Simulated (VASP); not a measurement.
Mg7CdO8:

```xyz
64
Lattice="8.5431 0.0000 0.0000 0.0000 8.5431 0.0000 0.0000 0.0000 8.5431" Properties=species:S:1:pos:R:3 pbc="T T T"
O     2.1515    0.0133    8.5275
O     2.1435    8.4954    4.2977
O     2.1057    4.2895    0.0171
O     2.1421    4.2514    4.2430
O     6.4009    8.5425    8.5401
O     6.3863    0.0224    4.2802
O     6.4120    4.2614    0.0014
O     6.3945    4.3040    4.2791
O     8.5428    2.1546    0.0005
O     8.5362    2.1131    4.2489
O     0.0021    6.4214    0.0087
O     8.5230    6.3893    4.2582
O     4.2803    2.1622    0.0199
O     4.2953    2.1110    4.2907
O     4.2629    6.3862    8.5266
O     4.2815    6.3916    4.2943
O     8.5335    8.5416    2.1308
O     8.5402    8.5369    6.4324
O     0.0117    4.2541    2.1106
O     0.0145    4.2757    6.3947
O     4.2697    8.5420    2.1468
O     4.2876    0.0188    6.4291
O     4.2750    4.2706    2.1049
O     4.3008    4.2589    6.4085
O     2.1673    2.1301    2.1033
O     2.1253    2.1413    6.4082
O     2.1483    6.4375    2.1307
O     2.1107    6.4054    6.4084
O     6.4025    2.1531    2.1057
O     6.4030    2.1385    6.3881
O     6.4373    6.4108    2.0899
O     6.4350    6.3968    6.4548
Mg    0.0281    0.0192    0.0102
Mg    8.5221    8.5340    4.2769
Mg    8.5414    4.2662    0.0400
Mg    0.0205    4.2389    4.2819
Mg    4.2815    0.0200    8.5233
Mg    4.2905    0.0341    4.2820
Mg    4.2581    4.2554    0.0076
Mg    4.2590    4.2947    4.2555
Mg    2.1216    2.1470    8.5116
Mg    2.1658    2.1388    4.2530
Mg    2.1596    6.4248    0.0417
Mg    2.1507    6.3838    4.2403
Mg    6.3973    2.1221    4.2549
Mg    6.3684    6.4099    8.5267
Mg    6.4170    6.4478    4.2895
Mg    2.1450    0.0060    2.1433
Mg    2.1337    8.5327    6.4159
Mg    2.1179    4.2514    2.1618
Mg    2.1565    4.2869    6.4312
Mg    6.4037    0.0208    2.1229
Mg    6.3959    0.0168    6.3745
Mg    0.0334    2.1346    2.1287
Mg    0.0289    2.1491    6.4030
Mg    8.5346    6.4234    2.1377
Mg    8.5236    6.4020    6.3856
Mg    4.2682    2.0940    2.1446
Mg    4.2630    2.1419    6.4095
Mg    4.2681    6.3851    6.3779
Cd    6.3830    2.1244    0.0021
Cd    6.4315    4.2598    2.1587
Cd    6.3997    4.2592    6.4080
Cd    4.2679    6.4159    2.1219
```

```yaml
Program: VASP 6.6.1
Task: relaxation of volume and atoms at fixed shape
Functional: PBEsol
Potentials_or_basis: VASP PAW PBE potentials, release 64 (O, Mg, Cd)
Cutoff: 700 eV
k_mesh: 1 × 1 × 1, shifted
Occupations: fermi-dirac, width 0.05 eV
Spin: no spin polarisation
```

At the start: pressure 4.8 GPa; volume 9.74 Å³/atom.

Task: How do energy, volume and symmetry change on relaxing?

Result: Over 13 steps the energy falls by 51.4 meV/atom and the volume is 9.88 Å³/atom (+1.4 %); space group P1 (No. 1, to 0.1 Å) before and after.

The path:
```tsv
step	energy change (eV)	largest force (eV/Å)	pressure (GPa)	volume (Å³)
1	0.0000	3.9347	4.81	623.51
2	-2.6903	0.7614	-4.14	650.26
3	-2.7503	0.6807	-3.21	646.57
4	-3.1760	0.3820	0.24	631.26
5	-3.1871	0.3257	0.96	628.37
6	-3.2629	0.1582	0.24	631.31
7	-3.2680	0.1592	0.02	632.28
8	-3.2837	0.0788	-0.14	632.88
9	-3.2865	0.0919	-0.24	633.26
10	-3.2904	0.0376	0.13	631.83
11	-3.2904	0.0378	0.13	631.81
12	-3.2916	0.0303	0.00	632.35
13	-3.2917	0.0293	-0.02	632.44
```

Final structure:
```cif
data_structure
_symmetry_space_group_name_H-M 'P 1'
_symmetry_Int_Tables_number 1
_cell_length_a 8.5837
_cell_length_b 8.5837
_cell_length_c 8.5837
_cell_angle_alpha 90.000
_cell_angle_beta 90.000
_cell_angle_gamma 90.000
_cell_volume 632.44
loop_
_atom_site_label
_atom_site_type_symbol
_atom_site_fract_x
_atom_site_fract_y
_atom_site_fract_z
_atom_site_occupancy
O1 O 0.25049 0.99807 0.00011 1
O2 O 0.25070 0.99886 0.49949 1
O3 O 0.25021 0.50254 0.00013 1
O4 O 0.25053 0.50108 0.49968 1
O5 O 0.74911 0.98795 0.00003 1
O6 O 0.74991 0.99779 0.49968 1
O7 O 0.74923 0.51814 0.00062 1
O8 O 0.74916 0.50218 0.49984 1
O9 O 0.01289 0.25156 0.99925 1
O10 O 0.00193 0.25068 0.50051 1
O11 O 0.00183 0.74997 0.99790 1
O12 O 0.00065 0.74931 0.50206 1
O13 O 0.48721 0.25081 0.99690 1
O14 O 0.49867 0.25035 0.50150 1
O15 O 0.49803 0.74928 0.98611 1
O16 O 0.50080 0.74897 0.51339 1
O17 O 0.00283 0.00244 0.24936 1
O18 O 0.00269 0.00102 0.75029 1
O19 O 0.01445 0.49784 0.24979 1
O20 O 0.01488 0.49892 0.75049 1
O21 O 0.49844 0.01292 0.24925 1
O22 O 0.49777 0.00173 0.75001 1
O23 O 0.48400 0.48444 0.24860 1
O24 O 0.48506 0.49685 0.74995 1
O25 O 0.24850 0.24717 0.25172 1
O26 O 0.24942 0.24720 0.74773 1
O27 O 0.23775 0.75227 0.25055 1
O28 O 0.24854 0.75240 0.74910 1
O29 O 0.75265 0.23498 0.26378 1
O30 O 0.75065 0.23397 0.73552 1
O31 O 0.76575 0.76627 0.25272 1
O32 O 0.75297 0.76478 0.74852 1
Mg1 Mg 0.00318 0.99813 0.99968 1
Mg2 Mg 0.00102 0.99995 0.49999 1
Mg3 Mg 0.00836 0.50262 0.99985 1
Mg4 Mg 0.00563 0.50008 0.49998 1
Mg5 Mg 0.49722 0.00003 0.99744 1
Mg6 Mg 0.49971 0.00175 0.50212 1
Mg7 Mg 0.49183 0.50031 0.99712 1
Mg8 Mg 0.49487 0.49770 0.50269 1
Mg9 Mg 0.24998 0.24924 0.99964 1
Mg10 Mg 0.25002 0.24916 0.49995 1
Mg11 Mg 0.24813 0.75084 0.99761 1
Mg12 Mg 0.24802 0.75061 0.50203 1
Mg13 Mg 0.75040 0.24465 0.49983 1
Mg14 Mg 0.75307 0.75490 0.99683 1
Mg15 Mg 0.75299 0.75461 0.50257 1
Mg16 Mg 0.24850 0.00152 0.25012 1
Mg17 Mg 0.24994 0.99982 0.74949 1
Mg18 Mg 0.24853 0.49785 0.25024 1
Mg19 Mg 0.24986 0.50016 0.74942 1
Mg20 Mg 0.75255 0.00035 0.25190 1
Mg21 Mg 0.75033 0.99856 0.74777 1
Mg22 Mg 0.00491 0.24777 0.25240 1
Mg23 Mg 0.00534 0.24749 0.74727 1
Mg24 Mg 0.00247 0.75274 0.25021 1
Mg25 Mg 0.00265 0.75260 0.74963 1
Mg26 Mg 0.49493 0.24792 0.25245 1
Mg27 Mg 0.49476 0.24750 0.74740 1
Mg28 Mg 0.49740 0.75262 0.74971 1
Cd1 Cd 0.75011 0.24860 0.99973 1
Cd2 Cd 0.75114 0.49980 0.25057 1
Cd3 Cd 0.75016 0.50022 0.74950 1
Cd4 Cd 0.50041 0.75026 0.24985 1
```

Caveat: the PAW data sets were made with another functional, which shifts forces and pressure a little.
